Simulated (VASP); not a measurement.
# O in VASP: notebook, part 2 of 2

VASP 6.6.1. Earlier steps stand in the parts before.

## Step 4: Single point, LDA

This run uses another cell than the first one, of 10.21 Å³/atom, 0.962 times its volume.

Contents of INCAR:

```
PREC = Accurate ; ENCUT = 520
EDIFF = 1E-6 ; ISMEAR = -1
SIGMA = 0.05 ; LREAL = F
LASPH = T ; NELM = 100
ALGO = Normal ; ISIF = 2
LWAVE = F ; LCHARG = T
LELF = T ; LVHAR = T
NBANDS = 20
```

Contents of KPOINTS:

```
Automatic mesh
0
Gamma
  9 9 3
```

Contents of POSCAR:

```
O
1.0
    2.4581945932      0.0000000000      0.0000000000
   -1.2290972966      2.1288589651      0.0000000000
    0.0000000000      0.0000000000      7.8073262400
O
4
Direct
    0.3428040000      0.6860220000      0.1652320000
    0.6543210000      0.3140860000      0.8277320000
    0.6456750000      0.3308630000      0.6754640000
    0.3280350000      0.6789260000      0.3276850000
```

Potentials or basis: VASP PAW LDA potentials, release 64 (O).

Command:

```sh
$ cat potpaw_LDA.64/O/POTCAR > POTCAR
$ mpirun -np 1 vasp_std > vasp.out
```

OUTCAR:

```text
PREC = Accurate
   ENCUT = 520
   EDIFF = 1E-6
   ISMEAR = -1
   LREAL = F
   LASPH = T
   NELM = 100
   ISIF = 2

 ion  position               nearest neighbor table
   1  0.343  0.686  0.165-   4 1.27
   2  0.654  0.314  0.828-   3 1.19
   3  0.646  0.331  0.675-   2 1.19
   4  0.328  0.679  0.328-   1 1.27

  LATTYP: Found a hexagonal cell.
 ALAT       =     2.4581945932
 C/A-ratio  =     3.1760407665

  Lattice vectors:

[... 193 lines left out ...]
      4     -13.8079      2.00000
      5      -8.1510      2.00000
      6      -6.5778      2.00000
[... 541 lines left out ...]
     19      16.1950      0.00000
     20      16.8065      0.00000

 [... further k-points ...]
[... 5 lines left out ...]
  --------------------------------------------------------------------------------------
  -------------------------------------------------------------------------------------
  Total       -1.3783780     -1.3720463     -1.6252701     -0.0055132      0.3801953      0.0390373
  in kB      -54.0522074    -53.8039127    -63.7339219     -0.2161968     14.9091138      1.5308227
  external PRESSURE =     -57.1966807 kB  Pullay stress =       0.0000000 kB

 VOLUME and BASIS-vectors are now :
 -----------------------------------------------------------------------------
  energy-cutoff  :      520.00
  volume of cell :       40.86
      direct lattice vectors                 reciprocal lattice vectors
     2.458194593  0.000000000  0.000000000     0.406802620  0.234867602  0.000000000
    -1.229097297  2.128858965  0.000000000     0.000000000  0.469735204  0.000000000
     0.000000000  0.000000000  7.807326240     0.000000000  0.000000000  0.128084823

 POSITION                                       TOTAL-FORCE (eV/Angst)
 -----------------------------------------------------------------------------------
     -0.00051      1.46044      1.29002        -0.233080     -0.128455      3.224002
      1.22241      0.66864      6.46237        -0.215282      0.184264      2.340357
      1.18053      0.70436      5.27357         0.215122     -0.183412     -2.354484
     -0.02809      1.44534      2.55834         0.233240      0.127603     -3.209876
 -----------------------------------------------------------------------------------
    total drift:                               -0.000537      0.000164      0.000392

  FREE ENERGIE OF THE ION-ELECTRON SYSTEM (eV)
  ---------------------------------------------------
  free  energy   TOTEN  =       -21.9199495018 eV

  energy  without entropy=      -21.9108620631  energy(sigma->0) =      -21.91540578
```

stdout:

```text
POSCAR found type information on POSCAR O
 POSCAR found :  1 types and       4 ions
 scaLAPACK will be used
 LDA part: xc-table for (Slater(with rela. corr.)+CA(PZ))
 , standard interpolation
 POSCAR, INCAR and KPOINTS ok, starting setup
 FFT: planning ... GRIDC
 FFT: planning ... GRID_SOFT
 FFT: planning ... GRID
 WAVECAR not read
 entering main loop
```

Run time: 32 s. Hardware: 1 thread of Intel Xeon 6975P-C (Granite Rapids), shared host; peak memory 0.17 GiB.

Results:

```
Free energy            : -21.9199 eV
Pressure               : -5.7 GPa
Largest force          : 3.235 eV/Å
Band gap on the k mesh : zero (band 12 reaches 2.39 eV, above the bottom of band 13 at -0.21 eV)
```

Forces in eV/Å, atoms in the order of the input:
```
O   -0.233 -0.128  3.224
O   -0.215  0.184  2.340
O    0.215 -0.183 -2.354
O    0.233  0.128 -3.210
```

Caveat: the standard files for N, O and F lose accuracy on very short bonds; spin is off for a triplet molecule; forces of over 1 eV/Å act on the atoms, so gaps and moduli don't describe the material at rest.

## Step 5: Single point, LDA

This run uses another cell than the first one, of 10.21 Å³/atom, 0.962 times its volume.

Contents of INCAR:

```
SYSTEM = O
PREC     = Accurate       ! precision mode
ENCUT    = 520            ! plane-wave cutoff, eV
EDIFF    = 1E-6           ! SCF threshold, eV
ISMEAR   = -1             ! smearing method
SIGMA    = 0.025          ! smearing width, eV
LREAL    = .False.        ! projectors in reciprocal space
LASPH    = .True.         ! aspherical terms in the spheres
NELM     = 60             ! most SCF steps
ALGO     = Normal         ! electronic algorithm
ISIF     = 2              ! what is computed and relaxed
LWAVE    = .False.        ! write WAVECAR
LCHARG   = .False.        ! write CHGCAR
NBANDS   = 20             ! bands
```

Contents of KPOINTS:

```
Automatic mesh
0
Gamma
  9 9 3
  0 0 0
```

POSCAR is that of step 4.

Potentials or basis: VASP PAW LDA potentials, release 64 (O).

Command:

```sh
$ cat potpaw_LDA.64/O/POTCAR > POTCAR
$ mpirun -np 1 vasp_std > vasp.out
```

OUTCAR:

```text
SYSTEM = O
   PREC = Accurate
   ENCUT = 520
   EDIFF = 1E-6
   ISMEAR = -1
   LREAL = .False.
   LASPH = .True.
   NELM = 60
   ISIF = 2

 ion  position               nearest neighbor table
   1  0.343  0.686  0.165-   4 1.27
   2  0.654  0.314  0.828-   3 1.19
   3  0.646  0.331  0.675-   2 1.19
   4  0.328  0.679  0.328-   1 1.27

  LATTYP: Found a hexagonal cell.
 ALAT       =     2.4581945932
 C/A-ratio  =     3.1760407665

  Lattice vectors:

[... 194 lines left out ...]
      5      -8.1517      2.00000
      6      -6.5782      2.00000
[... 541 lines left out ...]
     19      16.1946      0.00000
     20      16.8065      0.00000

 [... further k-points ...]
[... 5 lines left out ...]
  --------------------------------------------------------------------------------------
  -------------------------------------------------------------------------------------
  Total       -1.3778716     -1.3649780     -1.6175628     -0.0065194      0.3805003      0.0388581
  in kB      -54.0323480    -53.5267358    -63.4316853     -0.2556560     14.9210749      1.5237954
  external PRESSURE =     -56.9969230 kB  Pullay stress =       0.0000000 kB

 VOLUME and BASIS-vectors are now :
 -----------------------------------------------------------------------------
  energy-cutoff  :      520.00
  volume of cell :       40.86
      direct lattice vectors                 reciprocal lattice vectors
     2.458194593  0.000000000  0.000000000     0.406802620  0.234867602  0.000000000
    -1.229097297  2.128858965  0.000000000     0.000000000  0.469735204  0.000000000
     0.000000000  0.000000000  7.807326240     0.000000000  0.000000000  0.128084823

 POSITION                                       TOTAL-FORCE (eV/Angst)
 -----------------------------------------------------------------------------------
     -0.00051      1.46044      1.29002        -0.233164     -0.128272      3.224104
      1.22241      0.66864      6.46237        -0.215569      0.184122      2.339150
      1.18053      0.70436      5.27357         0.215316     -0.183469     -2.352816
     -0.02809      1.44534      2.55834         0.233418      0.127620     -3.210437
 -----------------------------------------------------------------------------------
    total drift:                               -0.000558      0.000197      0.000157

  FREE ENERGIE OF THE ION-ELECTRON SYSTEM (eV)
  ---------------------------------------------------
  free  energy   TOTEN  =       -21.9166069883 eV

  energy  without entropy=      -21.9140658475  energy(sigma->0) =      -21.91533642
```

Run time: 31 s. Hardware: 1 thread of Intel Xeon 6975P-C (Granite Rapids), shared host; peak memory 0.17 GiB.

What came out:

```yaml
Free_energy: -21.9166 eV
Pressure: -5.7 GPa
Largest_force: 3.235 eV/Å
Band_gap_on_the_k_mesh: zero (band 12 reaches 2.39 eV, above the bottom of band 13 at -0.21 eV)
```

Forces in eV/Å, atoms in the order of the input:
```
O   -0.233 -0.128  3.224
O   -0.216  0.184  2.339
O    0.215 -0.183 -2.353
O    0.233  0.128 -3.210
```

Caveat: the standard files for N, O and F lose accuracy on very short bonds; spin is off for a triplet molecule; forces of over 1 eV/Å act on the atoms, so gaps and moduli don't describe the material at rest.

## Step 6: Single point, LDA

This run uses another cell than the first one, of 10.21 Å³/atom, 0.962 times its volume.

Contents of INCAR:

```
SYSTEM = O
PREC = Accurate
ENCUT = 520
EDIFF = 1E-6
ISMEAR = -1
SIGMA = 0.01
LREAL = .False.
LASPH = .True.
NELM = 60
ALGO = Normal
ISIF = 2
LWAVE = .False.
LCHARG = .False.
NBANDS = 20
```

KPOINTS is that of step 5.

POSCAR is that of step 5.

Potentials or basis: VASP PAW LDA potentials, release 64 (O).

Command:

```sh
$ cat potpaw_LDA.64/O/POTCAR > POTCAR
$ mpirun -np 1 vasp_std > vasp.out
```

OUTCAR:

```text
SYSTEM = O
   PREC = Accurate
   ENCUT = 520
   EDIFF = 1E-6
   ISMEAR = -1
   LREAL = .False.
   LASPH = .True.
   NELM = 60
   ISIF = 2

 ion  position               nearest neighbor table
   1  0.343  0.686  0.165-   4 1.27
   2  0.654  0.314  0.828-   3 1.19
   3  0.646  0.331  0.675-   2 1.19
   4  0.328  0.679  0.328-   1 1.27

  LATTYP: Found a hexagonal cell.
 ALAT       =     2.4581945932
 C/A-ratio  =     3.1760407665

  Lattice vectors:

[... 194 lines left out ...]
      5      -8.1514      2.00000
      6      -6.5790      2.00000
[... 541 lines left out ...]
     19      16.1946      0.00000
     20      16.8059      0.00000

 [... further k-points ...]
[... 5 lines left out ...]
  --------------------------------------------------------------------------------------
  -------------------------------------------------------------------------------------
  Total       -1.3792932     -1.3552983     -1.6137331     -0.0080329      0.3801855      0.0387984
  in kB      -54.0880979    -53.1471514    -63.2815058     -0.3150036     14.9087313      1.5214542
  external PRESSURE =     -56.8389184 kB  Pullay stress =       0.0000000 kB

 VOLUME and BASIS-vectors are now :
 -----------------------------------------------------------------------------
  energy-cutoff  :      520.00
  volume of cell :       40.86
      direct lattice vectors                 reciprocal lattice vectors
     2.458194593  0.000000000  0.000000000     0.406802620  0.234867602  0.000000000
    -1.229097297  2.128858965  0.000000000     0.000000000  0.469735204  0.000000000
     0.000000000  0.000000000  7.807326240     0.000000000  0.000000000  0.128084823

 POSITION                                       TOTAL-FORCE (eV/Angst)
 -----------------------------------------------------------------------------------
     -0.00051      1.46044      1.29002        -0.233012     -0.128130      3.224942
      1.22241      0.66864      6.46237        -0.215838      0.183798      2.338896
      1.18053      0.70436      5.27357         0.215437     -0.183705     -2.352829
     -0.02809      1.44534      2.55834         0.233412      0.128037     -3.211008
 -----------------------------------------------------------------------------------
    total drift:                               -0.000559      0.000195      0.000106

  FREE ENERGIE OF THE ION-ELECTRON SYSTEM (eV)
  ---------------------------------------------------
  free  energy   TOTEN  =       -21.9152197188 eV

  energy  without entropy=      -21.9143894381  energy(sigma->0) =      -21.91480458
```

stdout:

```text
POSCAR found type information on POSCAR O
 POSCAR found :  1 types and       4 ions
 scaLAPACK will be used
 LDA part: xc-table for (Slater(with rela. corr.)+CA(PZ))
 , standard interpolation
 POSCAR, INCAR and KPOINTS ok, starting setup
 FFT: planning ... GRIDC
 FFT: planning ... GRID_SOFT
 FFT: planning ... GRID
 WAVECAR not read
 entering main loop
```

Run time: 38 s. Hardware: 1 thread of Intel Xeon 6975P-C (Granite Rapids), shared host; peak memory 0.17 GiB.

What came out:

- Free energy: -21.9152 eV
- Pressure: -5.7 GPa
- Largest force: 3.236 eV/Å
- Band gap on the k mesh: zero (band 12 reaches 2.39 eV, above the bottom of band 13 at -0.21 eV)

Forces on the atoms (eV/Å):
```
O   -0.233 -0.128  3.225
O   -0.216  0.184  2.339
O    0.215 -0.184 -2.353
O    0.233  0.128 -3.211
```

Levels at points of the mesh, in eV from the Fermi level:
| k point | band 10 | band 11 | band 12 | band 13 | band 14 | band 15 |
| --- | --- | --- | --- | --- | --- | --- |
| (0.00, 0.00, 0.00) | -3.99 | 1.47 | 1.47 | 1.52 | 1.54 | 5.62 |

Caveat: the standard files for N, O and F lose accuracy on very short bonds; spin is off for a triplet molecule; forces of over 1 eV/Å act on the atoms, so gaps and moduli don't describe the material at rest.

## Step 7: Summary

```tsv
level	potentials or basis	cell	k mesh	smearing	gap on the mesh (eV)	pressure (GPa)	largest force (eV/Å)
PBE	VASP PAW PBE potentials, release 64 (O)	a = 2.491, b = 2.491, c = 7.910 Å, angles 90.0, 90.0, 120.0°, 4 atoms	12 × 12 × 4	fermi-dirac 0.05 eV	none	0.6	0.52
PBE	VASP PAW PBE potentials, release 64 (O)	a = 2.506, b = 2.506, c = 7.960 Å, angles 90.0, 90.0, 120.0°, 4 atoms	12 × 12 × 4	fermi-dirac 0.05 eV	none	-1.6	1.03
LDA	VASP PAW LDA potentials, release 64 (O)	a = 2.458, b = 2.458, c = 7.807 Å, angles 90.0, 90.0, 120.0°, 4 atoms	9 × 9 × 3	fermi-dirac 0.05 eV	none	-5.7	3.23
LDA	VASP PAW LDA potentials, release 64 (O)	a = 2.458, b = 2.458, c = 7.807 Å, angles 90.0, 90.0, 120.0°, 4 atoms	9 × 9 × 3	fermi-dirac 0.025 eV	none	-5.7	3.24
LDA	VASP PAW LDA potentials, release 64 (O)	a = 2.458, b = 2.458, c = 7.807 Å, angles 90.0, 90.0, 120.0°, 4 atoms	9 × 9 × 3	fermi-dirac 0.01 eV	none	-5.7	3.24
```

Alike in all rows: task single point; no spin polarisation; cutoff (eV) 520.

Caveats: the standard files for N, O and F lose accuracy on very short bonds; spin is off for a triplet molecule; forces of over 1 eV/Å act on the atoms, so gaps and moduli don't describe the material at rest (some runs).

Absolute energies hang on the potentials; compare differences alone.
